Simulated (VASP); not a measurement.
Ge3N:

```xyz
4
Lattice="0.0000 3.4144 3.4144 3.4144 0.0000 3.4144 3.4144 3.4144 0.0000" Properties=species:S:1:pos:R:3 pbc="T T T"
Ge    0.0000    0.0000    0.0000
Ge    1.7072    1.7072    1.7072
Ge    5.1215    5.1215    5.1215
N     3.4144    3.4144    3.4144
```

The cell was built from a structure type or drawn by symmetry, and may not be a known phase.

```yaml
Program: VASP 6.6.1
Task: relaxation of cell and atoms
Functional: PBE
Potentials_or_basis: VASP PAW PBE potentials, release 64 (Ge_d, N)
Cutoff: 600 eV
k_mesh: 4 × 4 × 4
Occupations: gaussian, width 0.1 eV
Spin: no spin polarisation
```

At the start: pressure -12.8 GPa; volume 19.90 Å³/atom.

**Question.** Where does the relaxation end?

**Answer.** Over 3 steps the energy falls by 234.2 meV/atom and the volume is 15.35 Å³/atom (-22.9 %); space group Fm-3m (No. 225, to 0.1 Å) before and after.

Step by step:
| step | energy change (eV) | largest force (eV/Å) | pressure (GPa) | volume (Å³) |
| --- | --- | --- | --- | --- |
| 1 | 0.0000 | 0.0000 | -12.81 | 79.61 |
| 2 | -0.9287 | 0.0000 | -1.84 | 62.65 |
| 3 | -0.9368 | 0.0000 | -0.16 | 61.39 |

Final structure:
```xyz
4
Lattice="0.0000 3.1310 3.1310 3.1310 0.0000 3.1310 3.1310 3.1310 0.0000" Properties=species:S:1:pos:R:3 pbc="T T T"
Ge    0.0000    0.0000    0.0000
Ge    1.5655    1.5655    1.5655
Ge    4.6965    4.6965    4.6965
N     3.1310    3.1310    3.1310
```

Caveat: the k points lie up to 0.43 Å⁻¹ apart in the final cell; the volume moved by over 15 % at a fixed basis, so the end points are rough; the highest band is partly filled, so the run has too few bands.
